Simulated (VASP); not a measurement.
GeB2C3:

```
Ge B C
1.0
     2.84690    0.00000    0.00000
     0.00000    2.84690    0.00000
     0.00000    0.00000    8.61937
Ge B C
1 2 3
Cartesian
  1.4234 1.4234 0.0000
  1.4234 1.4234 2.7998
  1.4234 1.4234 5.8196
  0.0000 0.0000 7.2322
  0.0000 0.0000 1.3871
  0.0000 0.0000 4.3097
```

- Program: VASP 6.6.1
- Task: relaxation of cell and atoms
- Functional: PBE
- Potentials or basis: VASP PAW PBE potentials, release 64 (Ge_d, B, C)
- Cutoff: 600 eV
- k mesh: 6 × 6 × 2
- Occupations: gaussian, width 0.1 eV
- Spin: no spin polarisation

At the start: pressure -24.0 GPa; volume 11.64 Å³/atom.

Question: How do energy, volume and symmetry change on relaxing?

Answer: Over 38 steps the energy falls by 2018.7 meV/atom and the volume is 8.85 Å³/atom (-24.0 %); space group P4/mmm (No. 123, to 0.05 Å).

Step by step:
```csv
step,energy change (eV),largest force (eV/Å),pressure (GPa),volume (Å³)
1,0.0000,1.0638,-24.01,69.86
2,-2.0178,2.2747,-7.46,53.66
3,-2.1494,2.8258,2.62,49.93
4,-3.0707,3.1954,5.19,47.62
5,-5.6567,4.8778,35.65,41.08
6,154.7157,438.2835,1156.85,29.63
7,-4.1253,3.8939,37.94,40.91
8,-4.2544,3.7702,40.54,40.56
9,-4.2535,4.2305,145.43,34.85
10,-4.3802,4.1367,50.95,39.36
11,-5.3044,4.0404,78.62,37.06
12,-5.2656,1.9034,104.44,35.95
13,-5.3559,3.2960,90.33,36.50
14,-5.4964,2.6029,93.79,36.47
15,-5.6793,0.0597,107.17,36.38
16,-5.9531,0.1381,102.14,36.80
17,-6.6892,0.7470,88.38,38.09
18,-7.8316,1.7021,67.36,40.74
19,-8.9274,5.2178,38.77,46.42
20,-8.9538,6.6271,33.72,48.10
21,-9.8482,2.4880,13.21,50.49
22,-10.1136,2.6295,-8.57,54.41
23,-10.1462,2.3300,-5.04,53.58
24,-10.1489,2.3880,-3.74,53.29
25,-10.3047,2.4150,-4.16,53.45
26,-10.7560,2.2781,-4.85,53.90
27,-11.6604,2.0088,-6.62,54.71
28,-11.4268,1.0559,-9.68,56.01
29,-11.9413,0.9886,-7.75,55.29
30,-11.9932,2.1805,3.13,53.54
31,-12.0287,0.8310,-1.43,54.19
32,-12.0731,0.5931,-0.50,53.65
33,-12.1057,0.1991,1.85,52.62
34,-12.1059,0.2128,1.66,52.70
35,-12.1069,0.4638,-1.20,53.09
36,-12.1094,0.1715,0.10,52.91
37,-12.1119,0.0765,-0.15,53.04
38,-12.1123,0.0214,-0.29,53.12
```

Final structure:
```
CELL_PARAMETERS angstrom
2.59243 0.00000 0.00000
0.00000 2.59243 0.00000
0.00000 0.00000 7.90354
ATOMIC_POSITIONS crystal
Ge 0.50000 0.50000 0.00000
B 0.50000 0.50000 0.27283
B 0.50000 0.50000 0.72717
C 0.00000 0.00000 0.67025
C 0.00000 0.00000 0.32975
C 0.00000 0.00000 0.50000
```

Caveat: the k points lie up to 0.40 Å⁻¹ apart in the final cell; the volume moved by over 15 % at a fixed basis, so the end points are rough.
